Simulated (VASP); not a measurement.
# Rb2Sb (P4/nmm) in VASP: single point with PBE

Aim: the single point of Rb2Sb with PBE.

Everything below comes from runs of VASP 6.6.1. Logs are shortened: lines on timing, memory, paths and dates and some standing lists are left out, and cuts for length are marked.

## (1) The cell of the first run

It takes space group P4/nmm (No. 129, tetragonal). The conventional cell has a = 5.412 Å, b = 5.412 Å, c = 10.333 Å, α = 90.00°, β = 90.00°, γ = 90.00°. Within 4.9 Å of Rb (site symmetry -4m2) lie 4 Sb at 3.75 Å and 8 Rb at 3.83 to 4.75 Å. Rb (site symmetry 4mm) has 5 Sb at 3.83 to 4.05 Å and 8 Rb at 4.58 to 4.75 Å within 5.0 Å. Within 4.9 Å of Sb (site symmetry 4mm) lie 9 Rb at 3.75 to 4.05 Å.

## (2) Single point, PBE

The input, INCAR:

```
PREC     = Accurate       # precision mode
ENCUT    = 520            # plane-wave cutoff, eV
EDIFF    = 1E-6           # SCF threshold, eV
ISMEAR   = 0              # smearing method
SIGMA    = 0.1            # smearing width, eV
LREAL    = False          # projectors in reciprocal space
LASPH    = True           # aspherical terms in the spheres
NELM     = 80             # most SCF steps
ALGO     = Fast           # electronic algorithm
ISIF     = 2              # what is computed and relaxed
LWAVE    = False          # write WAVECAR
LCHARG   = False          # write CHGCAR
GGA      = PE             # functional
NBANDS   = 32             # bands
```

The input, KPOINTS:

```
Automatic mesh
0
Gamma
  8 8 4
```

The input, POSCAR:

```
Rb2Sb
1.0
    5.4123771490      0.0000000000      0.0000000000
    0.0000000000      5.4123771490      0.0000000000
    0.0000000000      0.0000000000     10.3330901400
Rb Sb
4 2
Direct
    0.0000000000      0.0000000000      0.0000000000
    0.5000000000      0.5000000000      0.0000000000
    0.0000000000      0.5000000000      0.3783148558
    0.5000000000      0.0000000000      0.6216851442
    0.0000000000      0.5000000000      0.7485513549
    0.5000000000      0.0000000000      0.2514486451
```

Potentials or basis: VASP PAW PBE potentials, release 64 (Rb_sv, Sb).

Started as:

```
cat potpaw_PBE.64/Rb_sv/POTCAR potpaw_PBE.64/Sb/POTCAR > POTCAR
mpirun -np 1 vasp_std > vasp.out
```

OUTCAR:

```text
PREC = Accurate
   ENCUT = 520
   EDIFF = 1E-6
   ISMEAR = 0
   LREAL = False
   LASPH = True
   NELM = 80
   ISIF = 2
   GGA = PE

 ion  position               nearest neighbor table
   1  0.000  0.000  0.000-   5 3.75   6 3.75   5 3.75   6 3.75   2 3.83   2 3.83   2 3.83   2 3.83
                             3 4.75   4 4.75   3 4.75   4 4.75
   2  0.500  0.500  0.000-   5 3.75   6 3.75   6 3.75   5 3.75   1 3.83   1 3.83   1 3.83   1 3.83
                             3 4.75   3 4.75   4 4.75   4 4.75
   3  0.000  0.500  0.378-   5 3.83   6 4.05   6 4.05   6 4.05   6 4.05   4 4.58   4 4.58   4 4.58
                             4 4.58   1 4.75   2 4.75   1 4.75   2 4.75
   4  0.500  0.000  0.622-   6 3.83   5 4.05   5 4.05   5 4.05   5 4.05   3 4.58   3 4.58   3 4.58
                             3 4.58   2 4.75   2 4.75   1 4.75   1 4.75
   5  0.000  0.500  0.749-   1 3.75   2 3.75   1 3.75   2 3.75   3 3.83   4 4.05   4 4.05   4 4.05
                             4 4.05
   6  0.500  0.000  0.251-   1 3.75   2 3.75   2 3.75   1 3.75   4 3.83   3 4.05   3 4.05   3 4.05
                             3 4.05

  LATTYP: Found a simple tetragonal cell.
 ALAT       =     5.4123771490
 C/A-ratio  =     1.9091592946

  Lattice vectors:

 A1 = (   5.4123771490,   0.0000000000,   0.0000000000)
 A2 = (   0.0000000000,   5.4123771490,   0.0000000000)
 A3 = (   0.0000000000,   0.0000000000,  10.3330901400)

Analysis of symmetry for initial positions (statically):
=====================================================================
 Subroutine PRICEL returns:
 Original cell was already a primitive cell.

 Routine SETGRP: Setting up the symmetry group for a
 simple tetragonal supercell.

 Subroutine GETGRP returns: Found 16 space group operations
 (whereof  8 operations were pure point group operations)
 out of a pool of 16 trial point group operations.

The static configuration has the point symmetry D_2d.
 The point group associated with its full space group is D_4h.

Analysis of symmetry for dynamics (positions and initial velocities):
=====================================================================
 Subroutine PRICEL returns:
 Original cell was already a primitive cell.

 Routine SETGRP: Setting up the symmetry group for a
 simple tetragonal supercell.

 Subroutine GETGRP returns: Found 16 space group operations
 (whereof  8 operations were pure point group operations)
 out of a pool of 16 trial point group operations.

The dynamic configuration has the point symmetry D_2d.
[... 110 lines left out ...]
   EDIFFG = 0.1E-04   stopping-criterion for IOM
   NSW    =      0    number of steps for IOM
   IBRION =     -1    ionic relax: 0-MD 1-quasi-New 2-CG
   NFREE  =      0    steps in history (QN), initial steepest desc. (CG)
   ISIF   =      2    stress and relaxation
   ISYM   =      2    0-nonsym 1-usesym 2-fastsym
   POTIM  = 0.5000    time-step for ionic-motion
   TEBEG  =    0.0;   TEEND  =   0.0 temperature during run
   PSTRESS=    0.0 pullay stress
   NELECT =      46.0000    total number of electrons
   NUPDOWN=      -1.0000    fix difference up-down
   EMIN   =  10.00;   EMAX   =-10.00  energy-range for DOS
   EFERMI =   0.00;   METHOD = LEGACY
   ISMEAR =     0;   SIGMA  =   0.10  broadening in eV -4-tet -1-fermi 0-gaus
   EFERMI_NEDOS =   21; number of points for ismear=-14 and -15
   IALGO  =     68    algorithm
   IMIX   =      4    mixing-type and parameters
     AMIX     =   0.40;   BMIX     =  1.00
     AMIX_MAG =   1.60;   BMIX_MAG =  1.00
  volume/ion in A,a.u.               =      50.45       340.45
  Fermi-wavevector in a.u.,A,eV,Ry     =   0.873626  1.650913 10.384261  0.763222
  Thomas-Fermi vector in A             =   1.993043
   LORBIT       =      0    0 simple, 1 ext, 2 COOP (PROOUT), +10 PAW based schemes
   GGA     = PE    functional components
   LHFCALC =     F    Hartree Fock is set to
   AEXX    =    0.0000 exact exchange contribution
   IVDW    =     0    specifies the selected vdW correction
   LEPSILON=     F    determine dielectric tensor
   LRPA    =     F    only Hartree local field effects (RPA)
 non-spin polarized calculation
 RMM-DIIS sequential band-by-band and
 Gauss-broadening in eV      SIGMA  =   0.10
  energy-cutoff  :      520.00
  volume of cell :      302.70
 maximum number of plane-waves:      8186
   NGX = 21   NGY = 21   NGZ = 39

 number of electron      45.9999998 magnetization

 Free energy of the ion-electron system (eV)
  ---------------------------------------------------
  ext. energy  EPLUGINS =         0.00000000
  ---------------------------------------------------
  free energy    TOTEN  =       -13.19120199 eV

  energy without entropy =      -13.13555379  energy(sigma->0) =      -13.16337789

 E-fermi :   0.7904     XC(G=0):  -7.0375

 val. band max:        0.7882341912   @ k =   0.3750   0.1250   0.5000
 cond. band min:       0.8039424113   @ k =   0.5000   0.1250   0.5000
 fundamental gap:      0.0157082202
 Fermi energy:         0.7903978381

 k-point     1 :       0.0000    0.0000    0.0000
  band No.  band energies     occupation
      1     -26.6392      2.00000
      2     -26.5495      2.00000
      3     -26.3770      2.00000
      4     -26.3671      2.00000
      5     -11.0316      2.00000
      6     -11.0316      2.00000
[... 829 lines left out ...]
     31       5.1576      0.00000
     32       5.1577      0.00000

 [... further k-points ...]

------------------------ aborting loop because EDIFF is reached ----------------------------------------

  FORCE on cell =-STRESS in cart. coord.  units (eV):
  Direction    XX          YY          ZZ          XY          YZ          ZX
  --------------------------------------------------------------------------------------
  -------------------------------------------------------------------------------------
  Total        0.0430733      0.0430733      0.0345183      0.0000000      0.0000000      0.0000000
  in kB        0.2279884      0.2279884      0.1827065      0.0000000      0.0000000      0.0000000
  external PRESSURE =       0.2128944 kB  Pullay stress =       0.0000000 kB

 VOLUME and BASIS-vectors are now :
 -----------------------------------------------------------------------------
  energy-cutoff  :      520.00
  volume of cell :      302.70
      direct lattice vectors                 reciprocal lattice vectors
     5.412377149  0.000000000  0.000000000     0.184761699  0.000000000  0.000000000
     0.000000000  5.412377149  0.000000000     0.000000000  0.184761699  0.000000000
     0.000000000  0.000000000 10.333090140     0.000000000  0.000000000  0.096776471

 POSITION                                       TOTAL-FORCE (eV/Angst)
 -----------------------------------------------------------------------------------
      0.00000      0.00000      0.00000         0.000000     -0.000000     -0.000000
      2.70619      2.70619      0.00000         0.000000      0.000000     -0.000000
      0.00000      2.70619      3.90916        -0.000000     -0.000000      0.002829
      2.70619      0.00000      6.42393         0.000000      0.000000     -0.002829
      0.00000      2.70619      7.73485        -0.000000      0.000000     -0.005511
      2.70619      0.00000      2.59824         0.000000      0.000000      0.005511
 -----------------------------------------------------------------------------------
    total drift:                                0.000000     -0.000000     -0.000000

  FREE ENERGIE OF THE ION-ELECTRON SYSTEM (eV)
  ---------------------------------------------------
  free  energy   TOTEN  =       -13.1912019853 eV

  energy  without entropy=      -13.1355537852  energy(sigma->0) =      -13.16337789
```

OSZICAR:

```text
N       E                     dE             d eps       ncg     rms          rms(c)
DAV:   1     0.310667569730E+03    0.31067E+03   -0.17776E+04  2880   0.117E+03
DAV:   2     0.153499643548E+02   -0.29532E+03   -0.28742E+03  3784   0.232E+02
DAV:   3    -0.130279915268E+02   -0.28378E+02   -0.28124E+02  3888   0.732E+01
[... 11 lines left out ...]
RMM:  15    -0.131911904979E+02   -0.14469E-04   -0.14341E-04  4588   0.272E-02    0.405E-03
RMM:  16    -0.131911961855E+02   -0.56876E-05   -0.57614E-05  4480   0.192E-02    0.336E-03
RMM:  17    -0.131911997046E+02   -0.35191E-05   -0.30171E-05  4294   0.134E-02    0.140E-03
RMM:  18    -0.131912012565E+02   -0.15519E-05   -0.11320E-05  3805   0.901E-03    0.133E-03
RMM:  19    -0.131912019853E+02   -0.72886E-06   -0.47725E-06  3282   0.623E-03
   1 F= -.13191202E+02 E0= -.13163378E+02  d E =-.556482E-01
```

stdout:

```text
POSCAR found type information on POSCAR RbSb
 POSCAR found :  2 types and       6 ions
 scaLAPACK will be used
 LDA part: xc-table for (Slater+PW92), standard interpolation
 POSCAR, INCAR and KPOINTS ok, starting setup
 FFT: planning ... GRIDC
 FFT: planning ... GRID_SOFT
 FFT: planning ... GRID
 WAVECAR not read
 entering main loop
WARNING in EDDRMM: call to ZHEGV failed, returncode =   8  4     29
WARNING in EDDRMM: call to ZHEGV failed, returncode =   6  3     18
WARNING in EDDRMM: call to ZHEGV failed, returncode =   8  4     18
WARNING in EDDRMM: call to ZHEGV failed, returncode =   6  3     17
WARNING in EDDRMM: call to ZHEGV failed, returncode =   8  4     17
WARNING in EDDRMM: call to ZHEGV failed, returncode =   8  4     17
```

Run time: 7.2 min. Hardware: 1 thread of AMD EPYC 7R13 (Zen 3), shared host; peak memory 0.54 GiB.

Results:

```
Free energy            : -13.1912 eV
Pressure               : 0.0 GPa
Largest force          : 0.006 eV/Å
Band gap on the k mesh : zero (bands 23 and 24 overlap by 0.46 eV)
```

Forces on the atoms (eV/Å):
```
Rb   0.000  0.000  0.000
Rb   0.000  0.000  0.000
Rb   0.000  0.000  0.003
Rb   0.000  0.000 -0.003
Sb   0.000  0.000 -0.006
Sb   0.000  0.000  0.006
```

Levels at points of the mesh, in eV from the Fermi level:
```csv
k point,band 20,band 21,band 22,band 23,band 24,band 25,band 26,band 27
"(0.00, 0.00, 0.00)",-0.25,0.04,0.04,0.27,0.27,1.18,1.99,2.83
"(0.50, 0.00, 0.00)",-0.96,-0.31,-0.31,0.14,0.14,2.76,2.76,3.34
"(0.50, 0.50, 0.00)",-0.78,-0.38,-0.38,-0.19,-0.19,2.35,2.35,2.92
"(0.00, 0.00, 0.50)",-0.70,0.07,0.07,0.24,0.24,2.22,2.29,2.59
"(0.50, 0.00, 0.50)",-1.04,-0.19,-0.19,0.14,0.14,2.55,2.55,3.68
"(0.50, 0.50, 0.50)",-0.78,-0.39,-0.39,-0.17,-0.17,2.34,2.34,3.48
```

Caveat: spin-orbit coupling is left out, which moves the levels of the heavy elements.
